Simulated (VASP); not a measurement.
# Pb (Fm-3m) in VASP: notebook, part 2 of 2

VASP 6.6.1. The steps go on from the part before.

### 7 Relaxation of cell and atoms, PBE

This run uses another cell than the first one, of 30.32 Å³/atom, 0.976 times its volume.

The input, INCAR:

```
PREC     = Accurate       # precision mode
ENCUT    = 600            # plane-wave cutoff, eV
EDIFF    = 1E-7           # SCF threshold, eV
ISMEAR   = 0              # smearing method
SIGMA    = 0.1            # smearing width, eV
LREAL    = False          # projectors in reciprocal space
LASPH    = True           # aspherical terms in the spheres
NELM     = 80             # most SCF steps
ALGO     = Fast           # electronic algorithm
ISIF     = 3              # what is computed and relaxed
LWAVE    = False          # write WAVECAR
LCHARG   = False          # write CHGCAR
GGA      = PE             # functional
IBRION   = 2              # ionic algorithm
NSW      = 100            # ionic steps
EDIFFG   = -0.005         # ionic threshold
```

The input, KPOINTS:

```
Automatic mesh
0
Gamma
  14 14 14
```

The input, POSCAR:

```
Pb
1.0
    0.0000000000      2.4750200000      2.4750200000
    2.4750200000      0.0000000000      2.4750200000
    2.4750200000      2.4750200000      0.0000000000
Pb
1
Direct
    0.0000000000      0.0000000000      0.0000000000
```

Potentials or basis: VASP PAW PBE potentials, release 64 (Pb_d).

The run is started by

```
$ cat potpaw_PBE.64/Pb_d/POTCAR > POTCAR
$ mpirun -np 1 vasp_std > vasp.out
```

OUTCAR:

```text
PREC = Accurate
   ENCUT = 600
   EDIFF = 1E-7
   ISMEAR = 0
   LREAL = False
   LASPH = True
   NELM = 80
   ISIF = 3
   GGA = PE
   IBRION = 2
   NSW = 100
   EDIFFG = -0.005

 ion  position               nearest neighbor table
   1  0.000  0.000  0.000-

  LATTYP: Found a face centered cubic cell.
 ALAT       =     4.9500400000

  Lattice vectors:

 A1 = (   0.0000000000,   2.4750200000,   2.4750200000)
 A2 = (   2.4750200000,   0.0000000000,   2.4750200000)
 A3 = (   2.4750200000,   2.4750200000,   0.0000000000)

Analysis of symmetry for initial positions (statically):
=====================================================================
 Subroutine PRICEL returns:
 Original cell was already a primitive cell.

 Routine SETGRP: Setting up the symmetry group for a
 face centered cubic supercell.

 Subroutine GETGRP returns: Found 48 space group operations
 (whereof 48 operations were pure point group operations)
 out of a pool of 48 trial point group operations.

The static configuration has the point symmetry O_h .

Analysis of symmetry for dynamics (positions and initial velocities):
=====================================================================
 Subroutine PRICEL returns:
 Original cell was already a primitive cell.

 Routine SETGRP: Setting up the symmetry group for a
 face centered cubic supercell.

 Subroutine GETGRP returns: Found 48 space group operations
 (whereof 48 operations were pure point group operations)
 out of a pool of 48 trial point group operations.

The dynamic configuration has the point symmetry O_h .

 Subroutine INISYM returns: Found 48 space group operations
 (whereof 48 operations are pure point group operations),
 and found     1 'primitive' translations

----------------------------------------------------------------------------------------

                                     Primitive cell

  volume of cell :      30.3226

  direct lattice vectors                    reciprocal lattice vectors
     0.000000000  2.475020000  2.475020000    -0.202018570  0.202018570  0.202018570
     2.475020000  0.000000000  2.475020000     0.202018570 -0.202018570  0.202018570
     2.475020000  2.475020000  0.000000000     0.202018570  0.202018570 -0.202018570

  length of vectors
     3.500206851  3.500206851  3.500206851     0.349906427  0.349906427  0.349906427

  position of ions in fractional coordinates (direct lattice)
     0.000000000  0.000000000  0.000000000

  ion indices of the primitive-cell ions
   primitive index   ion index
                 1           1

----------------------------------------------------------------------------------------

 KPOINTS: Automatic mesh

Automatic generation of k-mesh.
 Grid dimensions read from file:
 generate k-points for:   14   14   14

 Generating k-lattice:

  Cartesian coordinates                     Fractional coordinates (reciprocal lattice)
    -0.014429898  0.014429898  0.014429898     0.071428571  0.000000000  0.000000000
     0.014429898 -0.014429898  0.014429898     0.000000000  0.071428571  0.000000000
     0.014429898  0.014429898 -0.014429898     0.000000000  0.000000000  0.071428571

  Length of vectors
     0.024993316  0.024993316  0.024993316

  Shift w.r.t. Gamma in fractional coordinates (k-lattice)
     0.000000000  0.000000000  0.000000000

 Subroutine IBZKPT returns following result:
 ===========================================

 Found    104 irreducible k-points:

 Following reciprocal coordinates:
            Coordinates               Weight
  0.000000  0.000000  0.000000      1.000000
  0.071429  0.000000  0.000000      8.000000
  0.142857  0.000000  0.000000      8.000000
  0.214286  0.000000  0.000000      8.000000
  0.285714  0.000000  0.000000      8.000000
  0.357143  0.000000  0.000000      8.000000
[... 16 lines left out ...]
  0.214286  0.142857  0.000000     24.000000
  0.285714  0.142857  0.000000     24.000000
 [... further k-points ...]
   k-points           NKPTS =    104   k-points in BZ     NKDIM =    104   number of bands    NBANDS=     11
   number of dos      NEDOS =    301   number of ions     NIONS =      1
   total plane-waves  NPLWV =  21952
   dimension x,y,z NGX =    28 NGY =   28 NGZ =   28
   dimension x,y,z NGXF=    56 NGYF=   56 NGZF=   56
   ions per type =               1
   NGX,Y,Z   is equivalent  to a cutoff of  13.30, 13.30, 13.30 a.u.
   NGXF,Y,Z  is equivalent  to a cutoff of  26.60, 26.60, 26.60 a.u.
 SYSTEM =  unknown system
   PREC   = accura    normal or accurate (medium, high low for compatibility)
   ISTART =      0    job   : 0-new  1-cont  2-samecut
   ICHARG =      2    charge: 1-file 2-atom 10-const
   ISPIN  =      1    spin polarized calculation?
   LNONCOLLINEAR =      F non collinear calculations
   LSORBIT =      F    spin-orbit coupling
   LASPH  =      T    aspherical Exc in radial PAW
   ENCUT  =  600.0 eV  44.10 Ry    6.64 a.u.   6.99  6.99  6.99*2*pi/ulx,y,z
   NELM   =     80;   NELMIN=  2; NELMDL= -5     # of ELM steps
   EDIFF  = 0.1E-06   stopping-criterion for ELM
   LREAL  =      F    real-space projection
   EDIFFG = -.5E-02   stopping-criterion for IOM
   NSW    =    100    number of steps for IOM
   IBRION =      2    ionic relax: 0-MD 1-quasi-New 2-CG
   NFREE  =      1    steps in history (QN), initial steepest desc. (CG)
   ISIF   =      3    stress and relaxation
   ISYM   =      2    0-nonsym 1-usesym 2-fastsym
   POTIM  = 0.5000    time-step for ionic-motion
   TEBEG  =    0.0;   TEEND  =   0.0 temperature during run
   PSTRESS=    0.0 pullay stress
   NELECT =      14.0000    total number of electrons
   NUPDOWN=      -1.0000    fix difference up-down
   EMIN   =  10.00;   EMAX   =-10.00  energy-range for DOS
   EFERMI =   0.00;   METHOD = LEGACY
   ISMEAR =     0;   SIGMA  =   0.10  broadening in eV -4-tet -1-fermi 0-gaus
   EFERMI_NEDOS =   21; number of points for ismear=-14 and -15
   IALGO  =     68    algorithm
   IMIX   =      4    mixing-type and parameters
     AMIX     =   0.40;   BMIX     =  1.00
     AMIX_MAG =   1.60;   BMIX_MAG =  1.00
  volume/ion in A,a.u.               =      30.32       204.63
  Fermi-wavevector in a.u.,A,eV,Ry     =   1.265306  2.391081 21.782907  1.600999
  Thomas-Fermi vector in A             =   2.398566
   LORBIT       =      0    0 simple, 1 ext, 2 COOP (PROOUT), +10 PAW based schemes
   GGA     = PE    functional components
   LHFCALC =     F    Hartree Fock is set to
   AEXX    =    0.0000 exact exchange contribution
   IVDW    =     0    specifies the selected vdW correction
   LEPSILON=     F    determine dielectric tensor
   LRPA    =     F    only Hartree local field effects (RPA)
 conjugate gradient relaxation of ions
 non-spin polarized calculation
 RMM-DIIS sequential band-by-band and
 Gauss-broadening in eV      SIGMA  =   0.10
  energy-cutoff  :      600.00
  volume of cell :       30.32
 maximum number of plane-waves:      1026
   NGX = 13   NGY = 13   NGZ = 13

--------------------------------------- Ionic step        1  -------------------------------------------

 number of electron      13.9999999 magnetization

 Free energy of the ion-electron system (eV)
  ---------------------------------------------------
  ext. energy  EPLUGINS =         0.00000000
  ---------------------------------------------------
  free energy    TOTEN  =        -3.55642750 eV

  energy without entropy =       -3.55428842  energy(sigma->0) =       -3.55535796

 E-fermi :   7.3207     XC(G=0): -10.1848

 val. band max:        7.1812731423   @ k =   0.3571   0.1429   0.0714
 cond. band min:       7.3246431654   @ k =  -0.2857   0.2857   0.0714
 fundamental gap:      0.1433700231
 Fermi energy:         7.3207440690

 k-point     1 :       0.0000    0.0000    0.0000
  band No.  band energies     occupation
      1      -9.7907      2.00000
      2      -9.7907      2.00000
      3      -9.7907      2.00000
      4      -9.6507      2.00000
      5      -9.6507      2.00000
      6      -4.4725      2.00000
      7      14.7000      0.00000
      8      14.7000      0.00000
      9      14.7000      0.00000
     10      17.0453      0.00000
     11      18.6270      0.00000
[... 389 lines left out ...]
  energy  without entropy=       -3.5656663703  energy(sigma->0) =       -3.56679065

--------------------------------------- Ionic step        3  -------------------------------------------

 number of electron      14.0000003 magnetization

 Free energy of the ion-electron system (eV)
  ---------------------------------------------------
  ext. energy  EPLUGINS =         0.00000000
  ---------------------------------------------------
  free energy    TOTEN  =        -3.56860661 eV

  energy without entropy =       -3.56632468  energy(sigma->0) =       -3.56746564

 E-fermi :   6.7011     XC(G=0):  -9.9293

 val. band max:        6.6957959719   @ k =   0.3571   0.2857   0.0000
 cond. band min:       6.7487791246   @ k =  -0.2857   0.2857   0.0714
 fundamental gap:      0.0529831527
 Fermi energy:         6.7011472705

 k-point     1 :       0.0000    0.0000    0.0000
  band No.  band energies     occupation
      1     -10.3428      2.00000
      2     -10.3428      2.00000
      3     -10.3428      2.00000
      4     -10.2244      2.00000
      5     -10.2244      2.00000
      6      -4.7068      2.00000
      7      13.6938      0.00000
      8      13.6938      0.00000
      9      13.6938      0.00000
     10      16.4188      0.00000
     11      17.3538      0.00000
[... 350 lines left out ...]
  FREE ENERGIE OF THE ION-ELECTRON SYSTEM (eV)
  ---------------------------------------------------
  free  energy   TOTEN  =        -3.5686066125 eV

  energy  without entropy=       -3.5663246762  energy(sigma->0) =       -3.56746564

 reached required accuracy - stopping structural energy minimisation
```

It took 58 s on 1 thread of Intel Xeon 6975P-C (Granite Rapids), shared host; peak memory 0.19 GiB.

Results:

```yaml
Free_energy: -3.5686 eV
Relaxed_volume: 32.00 Å³/atom
Relaxed_cell: a = 3.564 Å, b = 3.564 Å, c = 3.564 Å, α = 60.00°, β = 60.00°, γ = 60.00°
Space_group_after_relaxing_to_0.05_Å: Fm-3m (No. 225)
Energy_gained_by_relaxing: 12.2 meV/atom
Ionic_steps: 3
Pressure_after_relaxing: 0.0 GPa
Band_gap_on_the_k_mesh: zero (band 7 reaches 13.69 eV, above the bottom of band 8 at 5.25 eV)
```

The path:
```
step  energy change (eV)  largest force (eV/Å)  pressure (GPa)  volume (Å³)
   1              0.0000                0.0000            2.49        30.32
   2             -0.0115                0.0000           -0.49        32.44
   3             -0.0122                0.0000            0.02        32.00
```

Final structure:
```
Pb
1.0
     0.00000    2.51979    2.51979
     2.51979    0.00000    2.51979
     2.51979    2.51979    0.00000
Pb
1
Direct
  0.00000 0.00000 0.00000
```

Levels at points of the mesh, in eV from the Fermi level:
| k point | band 5 | band 6 | band 7 | band 8 | band 9 | band 10 |
| --- | --- | --- | --- | --- | --- | --- |
| (0.00, 0.00, 0.00) | -16.93 | -11.41 | 6.99 | 6.99 | 6.99 | 9.72 |
| (0.50, 0.00, 0.00) | -16.81 | -8.09 | -3.95 | 5.28 | 5.28 | 8.99 |
| (0.50, 0.50, 0.00) | -16.78 | -6.80 | -3.07 | 1.98 | 1.98 | 5.22 |

Caveat: spin-orbit coupling is left out, which moves the levels of the heavy elements.

### 8 The runs side by side

| task | cell | cutoff (eV) | gap on the mesh (eV) | pressure (GPa) |
| --- | --- | --- | --- | --- |
| single point | a = 3.529 Å, angles 60.0°, 1 atom | 520 | none | 1.2 |
| single point | a = 3.565 Å, angles 60.0°, 1 atom | 520 | none | -0.1 |
| single point | a = 3.601 Å, angles 60.0°, 1 atom | 520 | none | -1.2 |
| single point | a = 3.635 Å, angles 60.0°, 1 atom | 520 | none | -2.1 |
| single point | a = 3.680 Å, angles 60.0°, 1 atom | 520 | none | -3.1 |
| relaxation of cell and atoms | relaxed from a = 3.500 Å, angles 60.0°, 1 atom | 600 | none | 0.0 |

Alike in all rows: level PBE; potentials or basis VASP PAW PBE potentials, release 64 (Pb_d); no spin polarisation; k mesh 14 × 14 × 14; smearing gaussian 0.1 eV.

Caveats: spin-orbit coupling is left out, which moves the levels of the heavy elements.

Absolute energies hang on the potentials; compare differences alone.
